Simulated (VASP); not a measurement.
# MgSe (Fm-3m) in VASP: settings compared

Aim: see how the results for MgSe move with the level of theory and the settings. Levels: PBEsol+U, PBE+U. Tasks: single point.

Everything below comes from runs of VASP 6.6.1. Logs are shortened: lines on timing, memory, paths and dates and some standing lists are left out, and cuts for length are marked.

### 1 The cell of the first run

It takes space group Fm-3m (No. 225, cubic). The conventional cell has a = 5.281 Å, b = 5.281 Å, c = 5.281 Å, α = 90.00°, β = 90.00°, γ = 90.00°. Within 3.5 Å of Mg (site symmetry m-3m) lie 6 Se at 2.64 Å. Within 3.5 Å of Se (site symmetry m-3m) lie 6 Mg at 2.64 Å.

### 2 Single point, PBEsol+U

File INCAR:

```
SYSTEM = MgSe
PREC = Accurate
ENCUT = 600
EDIFF = 1E-6
ISMEAR = 0
SIGMA = 0.1
LREAL = .FALSE.
LASPH = .TRUE.
NELM = 200
ALGO = Normal
ISIF = 2
LWAVE = .FALSE.
LCHARG = .FALSE.
LDAU = .TRUE.
LDAUTYPE = 2
LDAUL = -1 1
LDAUU = 0 3.7
LDAUJ = 0 0
LDAUPRINT = 1
GGA = PS
NBANDS = 11
GGA_COMPAT = .FALSE.
```

File KPOINTS:

```
regular mesh
0
G
  4 4 4
  0 0 0
```

File POSCAR:

```
MgSe
1.0
    0.0000000000      2.6403582261      2.6403582261
    2.6403582261      0.0000000000      2.6403582261
    2.6403582261      2.6403582261      0.0000000000
Mg Se
1 1
Direct
    0.0000000000      0.0000000000      0.0000000000
    0.5000000000      0.5000000000      0.5000000000
```

Potentials or basis: VASP PAW PBE potentials, release 64 (Mg, Se).

Started as:

```sh
$ cat potpaw_PBE.64/Mg/POTCAR potpaw_PBE.64/Se/POTCAR > POTCAR
$ mpirun -np 1 vasp_std > vasp.out
```

OUTCAR:

```text
SYSTEM = MgSe
   PREC = Accurate
   ENCUT = 600
   EDIFF = 1E-6
   ISMEAR = 0
   LREAL = .FALSE.
   LASPH = .TRUE.
   NELM = 200
   ISIF = 2
   GGA = PS

 ion  position               nearest neighbor table
   1  0.000  0.000  0.000-   2 2.64   2 2.64   2 2.64   2 2.64   2 2.64   2 2.64
   2  0.500  0.500  0.500-   1 2.64   1 2.64   1 2.64   1 2.64   1 2.64   1 2.64

  LATTYP: Found a face centered cubic cell.
 ALAT       =     5.2807164522

  Lattice vectors:

 A1 = (   0.0000000000,   2.6403582261,   2.6403582261)
 A2 = (   2.6403582261,   0.0000000000,   2.6403582261)
 A3 = (   2.6403582261,   2.6403582261,   0.0000000000)

Analysis of symmetry for initial positions (statically):
=====================================================================
 Subroutine PRICEL returns:
 Original cell was already a primitive cell.

 Routine SETGRP: Setting up the symmetry group for a
 face centered cubic supercell.

 Subroutine GETGRP returns: Found 48 space group operations
 (whereof 48 operations were pure point group operations)
 out of a pool of 48 trial point group operations.

The static configuration has the point symmetry O_h .

Analysis of symmetry for dynamics (positions and initial velocities):
=====================================================================
 Subroutine PRICEL returns:
 Original cell was already a primitive cell.

 Routine SETGRP: Setting up the symmetry group for a
 face centered cubic supercell.

 Subroutine GETGRP returns: Found 48 space group operations
 (whereof 48 operations were pure point group operations)
 out of a pool of 48 trial point group operations.

The dynamic configuration has the point symmetry O_h .

 Subroutine INISYM returns: Found 48 space group operations
 (whereof 48 operations are pure point group operations),
 and found     1 'primitive' translations

----------------------------------------------------------------------------------------

                                     Primitive cell

  volume of cell :      36.8145

  direct lattice vectors                    reciprocal lattice vectors
     0.000000000  2.640358226  2.640358226    -0.189368244  0.189368244  0.189368244
     2.640358226  0.000000000  2.640358226     0.189368244 -0.189368244  0.189368244
     2.640358226  2.640358226  0.000000000     0.189368244  0.189368244 -0.189368244

  length of vectors
     3.734030413  3.734030413  3.734030413     0.327995419  0.327995419  0.327995419

  position of ions in fractional coordinates (direct lattice)
     0.000000000  0.000000000  0.000000000
     0.500000000  0.500000000  0.500000000

  ion indices of the primitive-cell ions
   primitive index   ion index
                 1           1
                 2           2

----------------------------------------------------------------------------------------

 KPOINTS: regular mesh

Automatic generation of k-mesh.
 Grid dimensions read from file:
 generate k-points for:    4    4    4

 Generating k-lattice:

  Cartesian coordinates                     Fractional coordinates (reciprocal lattice)
    -0.047342061  0.047342061  0.047342061     0.250000000  0.000000000  0.000000000
     0.047342061 -0.047342061  0.047342061     0.000000000  0.250000000  0.000000000
     0.047342061  0.047342061 -0.047342061     0.000000000  0.000000000  0.250000000

  Length of vectors
     0.081998855  0.081998855  0.081998855

  Shift w.r.t. Gamma in fractional coordinates (k-lattice)
     0.000000000  0.000000000  0.000000000

 Subroutine IBZKPT returns following result:
 ===========================================

 Found      8 irreducible k-points:

 Following reciprocal coordinates:
            Coordinates               Weight
  0.000000  0.000000  0.000000      1.000000
  0.250000  0.000000  0.000000      8.000000
  0.500000  0.000000  0.000000      4.000000
  0.250000  0.250000  0.000000      6.000000
  0.500000  0.250000  0.000000     24.000000
 -0.250000  0.250000  0.000000     12.000000
  0.500000  0.500000  0.000000      3.000000
 -0.250000  0.500000  0.250000      6.000000
   k-points           NKPTS =      8   k-points in BZ     NKDIM =      8   number of bands    NBANDS=     11
   number of dos      NEDOS =    301   number of ions     NIONS =      2
   total plane-waves  NPLWV =  27000
   dimension x,y,z NGX =    30 NGY =   30 NGZ =   30
   dimension x,y,z NGXF=    60 NGYF=   60 NGZF=   60
   ions per type =               1   1
   NGX,Y,Z   is equivalent  to a cutoff of  13.36, 13.36, 13.36 a.u.
   NGXF,Y,Z  is equivalent  to a cutoff of  26.71, 26.71, 26.71 a.u.
 SYSTEM =  MgSe
   PREC   = accura    normal or accurate (medium, high low for compatibility)
   ISTART =      0    job   : 0-new  1-cont  2-samecut
   ICHARG =      2    charge: 1-file 2-atom 10-const
   ISPIN  =      1    spin polarized calculation?
   LNONCOLLINEAR =      F non collinear calculations
   LSORBIT =      F    spin-orbit coupling
   LASPH  =      T    aspherical Exc in radial PAW
   ENCUT  =  600.0 eV  44.10 Ry    6.64 a.u.   7.46  7.46  7.46*2*pi/ulx,y,z
   NELM   =    200;   NELMIN=  2; NELMDL= -5     # of ELM steps
   EDIFF  = 0.1E-05   stopping-criterion for ELM
   LREAL  =      F    real-space projection
   EDIFFG = 0.1E-04   stopping-criterion for IOM
   NSW    =      0    number of steps for IOM
   IBRION =     -1    ionic relax: 0-MD 1-quasi-New 2-CG
   NFREE  =      0    steps in history (QN), initial steepest desc. (CG)
   ISIF   =      2    stress and relaxation
   ISYM   =      2    0-nonsym 1-usesym 2-fastsym
   POTIM  = 0.5000    time-step for ionic-motion
   TEBEG  =    0.0;   TEEND  =   0.0 temperature during run
   PSTRESS=    0.0 pullay stress
   NELECT =       8.0000    total number of electrons
   NUPDOWN=      -1.0000    fix difference up-down
   EMIN   =  10.00;   EMAX   =-10.00  energy-range for DOS
   EFERMI =   0.00;   METHOD = LEGACY
   ISMEAR =     0;   SIGMA  =   0.10  broadening in eV -4-tet -1-fermi 0-gaus
   EFERMI_NEDOS =   21; number of points for ismear=-14 and -15
   IALGO  =     38    algorithm
   IMIX   =      4    mixing-type and parameters
     AMIX     =   0.40;   BMIX     =  1.00
     AMIX_MAG =   1.60;   BMIX_MAG =  1.00
  volume/ion in A,a.u.               =      18.41       124.22
  Fermi-wavevector in a.u.,A,eV,Ry     =   0.984235  1.859934 13.180206  0.968718
  Thomas-Fermi vector in A             =   2.115452
   LORBIT       =      0    0 simple, 1 ext, 2 COOP (PROOUT), +10 PAW based schemes
 LDA+U is selected, type is set to LDAUTYPE =  2
   angular momentum for each species LDAUL =    -1    1
   U (eV)           for each species LDAUU =   0.0  3.7
   J (eV)           for each species LDAUJ =   0.0  0.0
   GGA     = PS    functional components
   LHFCALC =     F    Hartree Fock is set to
   AEXX    =    0.0000 exact exchange contribution
   IVDW    =     0    specifies the selected vdW correction
   LEPSILON=     F    determine dielectric tensor
   LRPA    =     F    only Hartree local field effects (RPA)
 non-spin polarized calculation
 Gauss-broadening in eV      SIGMA  =   0.10
  energy-cutoff  :      600.00
  volume of cell :       36.81
 maximum number of plane-waves:      1243
 NGX is ok and might be reduce to    30
   NGX = 15   NGY = 15   NGZ = 15

 number of electron       7.9999999 magnetization

 Free energy of the ion-electron system (eV)
  ---------------------------------------------------
  ext. energy  EPLUGINS =         0.00000000
  ---------------------------------------------------
  free energy    TOTEN  =        -5.21497422 eV

  energy without entropy =       -5.21497422  energy(sigma->0) =       -5.21497422

 E-fermi :   4.6589     XC(G=0): -10.0124

 val. band max:        4.1384094178   @ k =   0.0000   0.0000   0.0000
 cond. band min:       5.9062911699   @ k =   0.5000   0.5000   0.0000
 fundamental gap:      1.7678817521
 Fermi energy:         4.6588696362

 k-point     1 :       0.0000    0.0000    0.0000
  band No.  band energies     occupation
      1      -9.5633      2.00000
      2       4.1384      2.00000
      3       4.1384      2.00000
      4       4.1384      2.00000
      5       7.1726      0.00000
      6      11.2717      0.00000
      7      11.2717      0.00000
      8      11.2717      0.00000
      9      14.0922      0.00000
     10      14.0922      0.00000
     11      14.8909      0.00000

 k-point     2 :       0.2500    0.0000    0.0000
  band No.  band energies     occupation
      1      -8.9793      2.00000
      2       0.7582      2.00000
      3       3.7367      2.00000
      4       3.7367      2.00000
      5       8.3143      0.00000
      6      11.1278      0.00000
      7      11.1278      0.00000
      8      12.3123      0.00000
      9      13.6948      0.00000
     10      13.6948      0.00000
     11      14.3931      0.00000

 k-point     3 :       0.5000    0.0000    0.0000
  band No.  band energies     occupation
      1      -8.1912      2.00000
      2      -1.4831      2.00000
      3       3.4153      2.00000
      4       3.4153      2.00000
      5       7.8118      0.00000
      6      10.1407      0.00000
      7      10.1407      0.00000
      8      13.2826      0.00000
      9      16.1755      0.00000
     10      18.2689      0.00000
     11      18.2690      0.00000

 k-point     4 :       0.2500    0.2500    0.0000
  band No.  band energies     occupation
      1      -8.7941      2.00000
      2       1.0761      2.00000
      3       2.8984      2.00000
      4       2.8984      2.00000
      5       8.3193      0.00000
      6       8.7658      0.00000
      7      12.0473      0.00000
      8      13.9353      0.00000
      9      13.9353      0.00000
     10      15.1714      0.00000
     11      17.9559      0.00000

 k-point     5 :       0.5000    0.2500    0.0000
  band No.  band energies     occupation
      1      -8.0137      2.00000
      2      -0.6258      2.00000
      3       1.4144      2.00000
      4       2.6285      2.00000
      5       7.5743      0.00000
      6      10.4246      0.00000
      7      12.4704      0.00000
      8      12.5081      0.00000
      9      16.5134      0.00000
     10      18.2184      0.00000
     11      18.5309      0.00000

 k-point     6 :      -0.2500    0.2500    0.0000
  band No.  band energies     occupation
      1      -8.2696      2.00000
      2      -0.2376      2.00000
      3       1.2634      2.00000
      4       3.3556      2.00000
      5       8.8367      0.00000
      6      11.3128      0.00000
      7      11.5113      0.00000
      8      11.7286      0.00000
      9      13.8617      0.00000
     10      17.1403      0.00000
     11      17.8590      0.00000

 k-point     7 :       0.5000    0.5000    0.0000
  band No.  band energies     occupation
      1      -7.7896      2.00000
      2      -0.7901      2.00000
      3       2.0508      2.00000
      4       2.0508      2.00000
      5       5.9063      0.00000
      6       7.5307      0.00000
      7      16.7047      0.00000
      8      16.9881      0.00000
      9      17.0818      0.00000
     10      17.0818      0.00000
     11      20.4129      0.00000

 k-point     8 :      -0.2500    0.5000    0.2500
  band No.  band energies     occupation
      1      -7.7426      2.00000
      2       0.2614      2.00000
      3       0.2614      2.00000
      4       1.1987      2.00000
      5       8.9400      0.00000
      6      11.2540      0.00000
      7      11.6297      0.00000
      8      11.6297      0.00000
      9      17.9839      0.00000
     10      17.9839      0.00000
     11      19.5423      0.00000

------------------------ aborting loop because EDIFF is reached ----------------------------------------

  FORCE on cell =-STRESS in cart. coord.  units (eV):
  Direction    XX          YY          ZZ          XY          YZ          ZX
  --------------------------------------------------------------------------------------
  -------------------------------------------------------------------------------------
  Total        2.0281263      2.0281263      2.0281263     -0.0000000      0.0000000     -0.0000000
  in kB       88.2646970     88.2646970     88.2646970     -0.0000000      0.0000000     -0.0000000
  external PRESSURE =      88.2646970 kB  Pullay stress =       0.0000000 kB

 VOLUME and BASIS-vectors are now :
 -----------------------------------------------------------------------------
  energy-cutoff  :      600.00
  volume of cell :       36.81
      direct lattice vectors                 reciprocal lattice vectors
     0.000000000  2.640358226  2.640358226    -0.189368244  0.189368244  0.189368244
     2.640358226  0.000000000  2.640358226     0.189368244 -0.189368244  0.189368244
     2.640358226  2.640358226  0.000000000     0.189368244  0.189368244 -0.189368244

 POSITION                                       TOTAL-FORCE (eV/Angst)
 -----------------------------------------------------------------------------------
      0.00000      0.00000      0.00000         0.000000      0.000000      0.000000
      2.64036      2.64036      2.64036        -0.000000     -0.000000      0.000000
 -----------------------------------------------------------------------------------
    total drift:                               -0.000000     -0.000000      0.000000

  FREE ENERGIE OF THE ION-ELECTRON SYSTEM (eV)
  ---------------------------------------------------
  free  energy   TOTEN  =        -5.2149742196 eV

  energy  without entropy=       -5.2149742196  energy(sigma->0) =       -5.21497422
```

It took 5.6 s on 1 thread of Intel Xeon Platinum 8375C at 2.90GHz (Ice Lake), shared host; peak memory 0.16 GiB.

What came out:

```yaml
Free_energy: -5.2150 eV
Pressure: 8.8 GPa
Band_gap_on_the_k_mesh: 1.77 eV (least direct gap 3.03 eV)
```

Caveat: the k points lie up to 0.52 Å⁻¹ apart; the PAW data sets were made with another functional, which shifts forces and pressure a little. A k mesh can miss the band edges.

### 3 Single point, PBE+U

This run uses another cell than the first one, of 20.43 Å³/atom.

File INCAR:

```
  ALGO = Normal
  EDIFF = 1E-6
  ENCUT = 600
  GGA = PE
  GGA_COMPAT = F
  ISIF = 2
  ISMEAR = 1
  LASPH = T
  LCHARG = T
  LDAU = T
  LDAUJ = 0 0
  LDAUL = -1 1
  LDAUPRINT = 1
  LDAUTYPE = 2
  LDAUU = 0 1.3
  LELF = T
  LREAL = F
  LVHAR = T
  LWAVE = F
  NBANDS = 11
  NELM = 200
  PREC = Accurate
  SIGMA = 0.024
```

File KPOINTS:

```
k-points
0
Gamma
  4 4 4
```

File POSCAR:

```
MgSe
1.0
    0.0000000000      2.7337235204      2.7337235204
    2.7337235204      0.0000000000      2.7337235204
    2.7337235204      2.7337235204      0.0000000000
Mg Se
1 1
Direct
    0.0000000000      0.0000000000      0.0000000000
    0.5000000000      0.5000000000      0.5000000000
```

Potentials or basis: VASP PAW PBE potentials, release 64 (Mg, Se).

Started as:

```sh
$ cat potpaw_PBE.64/Mg/POTCAR potpaw_PBE.64/Se/POTCAR > POTCAR
$ mpirun -np 1 vasp_std > vasp.out
```

Run time: 6.5 s. Hardware: 1 thread of Intel Xeon Platinum 8375C at 2.90GHz (Ice Lake), shared host; peak memory 0.16 GiB.

The run converged. Its results:

| Property | Result |
| --- | --- |
| Free energy | -6.4627 eV |
| Pressure | 1.9 GPa |
| Band gap on the k mesh | 1.72 eV (least direct gap 2.48 eV) |

Levels at points of the mesh, in eV from the valence-band top:
| k point | band 1 | band 2 | band 3 | band 4 | band 5 | band 6 | band 7 | band 8 | band 9 |
| --- | --- | --- | --- | --- | --- | --- | --- | --- | --- |
| (0.00, 0.00, 0.00) | -12.95 | 0.00 | 0.00 | 0.00 | 2.48 | 7.35 | 7.35 | 7.35 | 9.89 |
| (0.50, 0.00, 0.00) | -11.85 | -4.94 | -0.58 | -0.58 | 3.75 | 6.02 | 6.02 | 8.50 | 11.36 |
| (0.50, 0.50, 0.00) | -11.53 | -4.25 | -1.78 | -1.78 | 1.72 | 3.92 | 11.65 | 12.06 | 12.06 |

Caveat: the k points lie up to 0.50 Å⁻¹ apart. A k mesh can miss the band edges.

### 4 Single point, PBE+U

This run uses another cell than the first one, of 20.43 Å³/atom.

File INCAR:

```
  PREC = Accurate
  ENCUT = 600
  EDIFF = 1E-6
  ISMEAR = 0
  SIGMA = 0.1
  LREAL = F
  LASPH = T
  NELM = 200
  ALGO = Normal
  ISIF = 2
  LWAVE = F
  LCHARG = F
  LDAU = T
  LDAUTYPE = 2
  LDAUL = -1 1
  LDAUU = 0 6.2
  LDAUJ = 0 0
  LDAUPRINT = 1
  GGA = PE
  NBANDS = 11
  GGA_COMPAT = F
```

File KPOINTS:

```
regular mesh
0
Gamma
  4 4 4
```

POSCAR is that of step 3.

Started as:

```sh
$ cat potpaw_PBE.64/Mg/POTCAR potpaw_PBE.64/Se/POTCAR > POTCAR
$ mpirun -np 1 vasp_std > vasp.out
```

Wall time 5.2 s (1 thread of Intel Xeon Platinum 8375C at 2.90GHz (Ice Lake), shared host); peak memory 0.16 GiB.

Results (log left out):

* Free energy: -2.8816 eV
* Pressure: 3.0 GPa
* Band gap on the k mesh: 1.55 eV (least direct gap 2.27 eV)

Levels at points of the mesh, in eV from the valence-band top:
```
           k point  band 1  band 2  band 3  band 4  band 5  band 6  band 7  band 8
(0.00, 0.00, 0.00)  -13.21    0.00    0.00    0.00    2.27    7.16    7.16    7.16
(0.50, 0.00, 0.00)  -12.13   -5.02   -0.59   -0.59    3.56    5.84    5.84    8.40
(0.50, 0.50, 0.00)  -11.82   -4.32   -1.82   -1.82    1.55    3.74   11.62   11.98
```

Caveat: the k points lie up to 0.50 Å⁻¹ apart.

### 5 Single point, PBE+U

This run uses another cell than the first one, of 20.43 Å³/atom.

File INCAR:

```
PREC = Accurate ; ENCUT = 600
EDIFF = 1E-6 ; ISMEAR = 0
SIGMA = 0.1 ; LREAL = False
LASPH = True ; NELM = 200
ALGO = Normal ; ISIF = 2
LWAVE = False ; LCHARG = True
LDAU = True ; LDAUTYPE = 2
LDAUL = -1 1 ; LDAUU = 0 6.6
LDAUJ = 0 0 ; LDAUPRINT = 1
GGA = PE ; LELF = True
LVHAR = True ; NBANDS = 11
GGA_COMPAT = False
```

KPOINTS is that of step 4.

POSCAR is that of step 4.

Started as:

```sh
$ cat potpaw_PBE.64/Mg/POTCAR potpaw_PBE.64/Se/POTCAR > POTCAR
$ mpirun -np 1 vasp_std > vasp.out
```

It took 6.7 s on 1 thread of Intel Xeon Platinum 8375C at 2.90GHz (Ice Lake), shared host; peak memory 0.17 GiB.

The run converged. Its results:

```
Free energy            : -2.5908 eV
Pressure               : 3.1 GPa
Band gap on the k mesh : 1.53 eV (least direct gap 2.25 eV)
```

Levels at points of the mesh, in eV from the valence-band top:
```csv
k point,band 2,band 3,band 4,band 5,band 6,band 7
"(0.00, 0.00, 0.00)",0.00,0.00,0.00,2.25,7.14,7.14
"(0.50, 0.00, 0.00)",-5.03,-0.59,-0.59,3.54,5.82,5.82
"(0.50, 0.50, 0.00)",-4.33,-1.82,-1.82,1.53,3.72,11.61
```

Caveat: the k points lie up to 0.50 Å⁻¹ apart. A k mesh can miss the band edges.

### 6 Summary

| level | U | cell | smearing | gap on the mesh (eV) | pressure (GPa) |
| --- | --- | --- | --- | --- | --- |
| PBEsol+U | Se p U = 3.7 eV | a = 3.734 Å, angles 60.0°, 2 atoms | gaussian 0.1 eV | 1.77 | 8.8 |
| PBE+U | Se p U = 1.3 eV | a = 3.866 Å, angles 60.0°, 2 atoms | methfessel-paxton 0.024 eV | 1.72 | 1.9 |
| PBE+U | Se p U = 6.2 eV | a = 3.866 Å, angles 60.0°, 2 atoms | gaussian 0.1 eV | 1.55 | 3.0 |
| PBE+U | Se p U = 6.6 eV | a = 3.866 Å, angles 60.0°, 2 atoms | gaussian 0.1 eV | 1.53 | 3.1 |

Alike in all rows: task single point; potentials or basis VASP PAW PBE potentials, release 64 (Mg, Se); no spin polarisation; k mesh 4 × 4 × 4; cutoff (eV) 600.

Caveats: all runs use coarse meshes; the PAW data sets were made with another functional, which shifts forces and pressure a little (at least some runs).

Total energies depend on the potentials used, so only differences within one code and one set of settings carry meaning.
